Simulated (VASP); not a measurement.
Input of a VASP 6.6.1 run:

The input INCAR:

```
SYSTEM = Sc2GaP3
PREC     = Accurate       ! precision mode
ENCUT    = 600            ! plane-wave cutoff, eV
EDIFF    = 1E-6           ! SCF threshold, eV
ISMEAR   = 0              ! smearing method
SIGMA    = 0.1            ! smearing width, eV
LREAL    = .FALSE.        ! projectors in reciprocal space
LASPH    = .TRUE.         ! aspherical terms in the spheres
NELM     = 80             ! most SCF steps
ALGO     = Normal         ! electronic algorithm
ISIF     = 3              ! what is computed and relaxed
LWAVE    = .FALSE.        ! write WAVECAR
LCHARG   = .FALSE.        ! write CHGCAR
GGA      = PE             ! functional
IBRION   = 2              ! ionic algorithm
NSW      = 90             ! ionic steps
EDIFFG   = -0.04          ! ionic threshold
```

KPOINTS

```
Automatic mesh
0
G
  6 6 2
  0 0 0
```

Contents of POSCAR:

```
Sc2GaP3
1.0
    4.2196698400      0.0000000000      0.0000000000
   -2.1098349200      3.6543412800      0.0000000000
    0.0000000000      0.0000000000      8.2887415200
Sc Ga P
2 1 3
Direct
    0.3333333300      0.6666666700      0.2478150000
    0.3333333300      0.6666666700      0.7521850000
    0.6666666700      0.3333333300      0.0000000000
    0.6666666700      0.3333333300      0.5000000000
    0.0000000000      0.0000000000      0.0000000000
    0.0000000000      0.0000000000      0.5000000000
```

Potentials or basis: VASP PAW PBE potentials, release 64 (Sc_sv, Ga_d, P).

The run is started by

```console
$ cat potpaw_PBE.64/Sc_sv/POTCAR potpaw_PBE.64/Ga_d/POTCAR potpaw_PBE.64/P/POTCAR > POTCAR
$ mpirun -np 1 vasp_std > vasp.out
```

Q: Estimate the relaxed volume.

A: 17.73 Å³/atom.

Q: Estimate the space group after relaxing (to 0.1 Å).

A: P-6m2 (No. 187).

The path:
| step | energy change (eV) | largest force (eV/Å) | pressure (GPa) | volume (Å³) |
| --- | --- | --- | --- | --- |
| 1 | 0.0000 | 0.5434 | -9.74 | 127.81 |
| 2 | -1.0479 | 0.5892 | 0.30 | 105.21 |
| 3 | -1.0580 | 0.5733 | 1.59 | 103.45 |
| 4 | -1.1760 | 0.3555 | 0.69 | 103.87 |
| 5 | -1.1951 | 0.2768 | 0.68 | 103.99 |
| 6 | -1.1937 | 0.2167 | 0.16 | 104.16 |
| 7 | -1.2052 | 0.2481 | 0.51 | 104.07 |
| 8 | -1.2054 | 0.2417 | 0.45 | 104.09 |
| 9 | -1.2054 | 0.2453 | 0.47 | 104.08 |
| 10 | -1.2138 | 0.2395 | -0.13 | 104.98 |
| 11 | -1.2190 | 0.2402 | -1.00 | 106.34 |
| 12 | -1.2240 | 0.2360 | -0.87 | 106.24 |
| 13 | -1.2372 | 0.2018 | -0.53 | 105.95 |
| 14 | -1.2506 | 0.0613 | 0.37 | 105.38 |
| 15 | -1.2509 | 0.0328 | 0.57 | 105.27 |
| 16 | -1.2535 | 0.0148 | 0.19 | 105.97 |
| 17 | -1.2540 | 0.0038 | -0.02 | 106.37 |

Caveat: the k points lie up to 0.44 Å⁻¹ apart in the final cell, too coarse for converged energies and pressures of a metal; the volume moved by over 15 % at a fixed basis, so the end points are rough.
